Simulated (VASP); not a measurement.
A run of VASP 6.6.1 is set up as follows.

File INCAR:

```
PREC = Accurate ; ENCUT = 520
EDIFF = 1E-6 ; ISMEAR = -1
SIGMA = 0.002 ; LREAL = F
LASPH = T ; NELM = 60
ALGO = Normal ; ISIF = 2
LWAVE = F ; LCHARG = T
GGA = PE ; IVDW = 12
LELF = T ; LVHAR = T
NBANDS = 51
```

The input KPOINTS:

```
regular mesh
0
Gamma
  2 2 1
```

File POSCAR:

```
BaTiO3
1.0
    5.6433910000      0.0000000000      0.0000000000
   -2.8216950000      4.9139330000      0.0000000000
    0.0000000000      0.0000000000     15.5925150000
Ba Ti O
2 2 6
Direct
    0.0000000000      0.0000000000      0.0641333358
    0.7381007413      0.3842339731      0.1642582996
    0.3835449651      0.6788452346      0.2202018084
    1.1110674125      1.1069544497      0.2899339844
    0.3566381945      0.4830957199      0.1002596438
    0.2245805392      0.8880462961      0.1782457801
    0.7819976075      0.9489750878      0.2155329015
    1.1381514339      0.9344856757      0.3686320007
    1.1104934758      0.4706209873      0.2813978374
    0.4782869866      0.3955283884      0.2624336100
```

Potentials or basis: VASP PAW PBE potentials, release 64 (Ba_sv, Ti_sv, O).

Command:

```bash
$ cat potpaw_PBE.64/Ba_sv/POTCAR potpaw_PBE.64/Ti_sv/POTCAR potpaw_PBE.64/O/POTCAR > POTCAR
$ mpirun -np 1 vasp_std > vasp.out
```

Question: What does it give for the largest force?

Answer: 3.045 eV/Å.

Question: Estimate the dispersion energy per atom.

Answer: -0.136 eV.

Question: What does it give for the band gap on the k mesh?

Answer: 1.50 eV, direct.

Forces in eV/Å, atoms in the order of the input:
```
Ba   0.239  0.581  0.399
Ba   1.395 -0.632 -0.955
Ti   1.858 -0.002 -2.077
Ti   0.829  1.267 -1.948
O   -0.773  0.605  0.360
O    0.271  0.485 -0.313
O   -0.648 -0.303 -0.191
O    0.002 -0.486  1.265
O   -2.046 -1.552  1.636
O   -1.127  0.036  1.826
```

Caveat: the k points lie up to 0.64 Å⁻¹ apart; spin-orbit coupling is left out, which moves the levels of the heavy elements.
